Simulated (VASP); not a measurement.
Write the native input for VASP 6.6.1 that does the following.

```yaml
Task: single point
Functional: PBE
Potentials_or_basis: VASP PAW PBE potentials, release 64 (Sr_sv, O)
Cutoff: 520 eV
k_mesh: 8 × 8 × 8
Occupations: gaussian, width 0.05 eV
Spin: no spin polarisation
Dipole_correction: no
Further_INCAR_settings: ALGO = Normal; EDIFF = 1e-06; NBANDS = 15
```

The structure of SrO lies in POSCAR:

```
SrO
1.0
    0.0000000000      2.5973917585      2.5973917585
    2.5973917585      0.0000000000      2.5973917585
    2.5973917585      2.5973917585      0.0000000000
Sr O
1 1
Direct
    0.0000000000      0.0000000000      0.0000000000
    0.4931940688      0.5000000000      0.5000000000
```

This cell differs from its parent crystal: all O atoms moved +0.025 Å, as atom 2 towards its neighbour atom 2 (O) at 3.673 Å.

The input as run:

INCAR

```
  PREC = Accurate
  ENCUT = 520
  EDIFF = 1E-6
  ISMEAR = 0
  SIGMA = 0.05
  LREAL = F
  LASPH = T
  NELM = 60
  ALGO = Normal
  ISIF = 2
  LWAVE = F
  LCHARG = F
  GGA = PE
  NBANDS = 15
```

KPOINTS

```
Automatic mesh
0
Gamma
  8 8 8
```

Potentials or basis: VASP PAW PBE potentials, release 64 (Sr_sv, O).

Launch:

```console
$ cat potpaw_PBE.64/Sr_sv/POTCAR potpaw_PBE.64/O/POTCAR > POTCAR
$ mpirun -np 1 vasp_std > vasp.out
```

Results of the run:

```
Pressure               : 0.5 GPa
Largest force          : 0.048 eV/Å
Band gap on the k mesh : 3.28 eV, indirect (least direct gap 3.39 eV)
```

Caveat: the cell differs from its parent crystal (all O atoms moved +0.025 Å, as atom 2 towards its neighbour atom 2 (O) at 3.673 Å).

Run time: 31 s on 1 thread of Intel(R) Xeon(R) 6975P-C (Granite Rapids) (shared host), peak memory 0.18 GiB.
